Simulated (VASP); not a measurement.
Set up this calculation in VASP 6.6.1, as the native input.

```yaml
Task: single point
Functional: PBEsol
Potentials_or_basis: VASP PAW PBE potentials, release 64 (Mg, O)
Cutoff: 520 eV
k_mesh: 6 × 6 × 6
Occupations: gaussian, width 0.05 eV
Spin: no spin polarisation
Dipole_correction: no
Further_INCAR_settings: ALGO = Normal; EDIFF = 1e-06; NBANDS = 26
```

The structure of MgO lies in POSCAR:

```
MgO
1.0
    4.2149416169      0.0000000000      0.0000000000
    0.0000000000     -4.2149416169      0.0000000000
    0.0000000000      0.0000000000     -4.2149416169
Mg O
4 4
Direct
   -0.0711310624      0.0711310624      0.1005945132
    0.5000000000      0.5000000000      0.0000000000
    0.5000000000      0.0000000000      0.5000000000
    0.0000000000      0.5000000000      0.5000000000
    0.5000000000      0.0000000000      0.0000000000
    0.0000000000      0.5000000000      0.0000000000
    0.0000000000      0.0000000000      0.5000000000
    0.5000000000      0.5000000000      0.5000000000
```

This cell differs from its parent crystal: atom 1 (Mg) moved by -0.424 Å along [1 1 0] and -0.424 Å along [0 0 1].

One way to write it, as run:

INCAR

```
SYSTEM = MgO
  ALGO = Normal
  EDIFF = 1E-6
  ENCUT = 520
  GGA = PS
  ISIF = 2
  ISMEAR = 0
  LASPH = .True.
  LCHARG = .False.
  LREAL = .False.
  LWAVE = .False.
  NBANDS = 26
  NELM = 60
  PREC = Accurate
  SIGMA = 0.05
```

KPOINTS

```
k-points
0
Gamma
  6 6 6
  0 0 0
```

Potentials or basis: VASP PAW PBE potentials, release 64 (Mg, O).

Launch:

```bash
$ cat potpaw_PBE.64/Mg/POTCAR potpaw_PBE.64/O/POTCAR > POTCAR
$ mpirun -np 1 vasp_std > vasp.out
```

It gave:

```
Pressure               : 9.6 GPa
Largest force          : 6.837 eV/Å
Band gap on the k mesh : 4.50 eV, direct
```

Caveat: the cell differs from its parent crystal (atom 1 (Mg) moved by -0.424 Å along [1 1 0] and -0.424 Å along [0 0 1]); the PAW data sets were made with another functional, which shifts forces and pressure a little.

Wall time 120 s on 1 thread of Intel Xeon 8259CL, with other jobs on the host, peak memory 0.24 GiB.
